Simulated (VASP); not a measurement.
Set up this calculation in VASP 6.6.1, as the native input.

```
Task                   : single point
Functional             : PBE
Potentials or basis    : VASP PAW PBE potentials, release 64 (In_d, P)
Cutoff                 : 520 eV
k mesh                 : 10 × 10 × 10
Occupations            : gaussian, width 0.01 eV
Spin                   : non-collinear spin, zero start, spin-orbit coupling
Starting moments       : [[0.0, 0.0, 0.0], [0.0, 0.0, 0.0]] μB
Dipole correction      : no
Further INCAR settings : ALGO = Normal; EDIFF = 1e-06; NBANDS = 30
```

The structure of InP lies in POSCAR:

```
InP
1.0
    0.0000000000      2.9343500000      2.9343500000
    2.9343500000      0.0000000000      2.9343500000
    2.9343500000      2.9343500000      0.0000000000
In P
1 1
Direct
    0.0000000000      0.0000000000      0.0000000000
    0.7500000000      0.7500000000      0.7500000000
```

One way to write it, as run:

INCAR

```
SYSTEM = InP
ALGO = Normal ; EDIFF = 1E-6
ENCUT = 520 ; GGA = PE
GGA_COMPAT = .FALSE. ; ISIF = 2
ISMEAR = 0 ; LASPH = .TRUE.
LCHARG = .TRUE. ; LORBIT = 11
LORBMOM = .TRUE. ; LREAL = .FALSE.
LSORBIT = .TRUE. ; LVHAR = .TRUE.
LWAVE = .FALSE. ; MAGMOM = 0 0 0 0 0 0
NBANDS = 30 ; NELM = 150
PREC = Accurate ; SIGMA = 0.01
```

KPOINTS

```
k-points
0
G
  10 10 10
  0 0 0
```

Potentials or basis: VASP PAW PBE potentials, release 64 (In_d, P).

Run with:

```console
$ cat potpaw_PBE.64/In_d/POTCAR potpaw_PBE.64/P/POTCAR > POTCAR
$ mpirun -np 1 vasp_ncl > vasp.out
```

It gave:

```
Pressure                                              : 2.9 GPa
Net moment                                            : 0.00 μB per cell
Valence electrons inside the program's atomic spheres : In 11.49; P 2.52
```

Wall time 5.3 min on 1 thread of AMD EPYC 7R43 64-Core Processor (Zen 3) (shared host), peak memory 0.34 GiB.
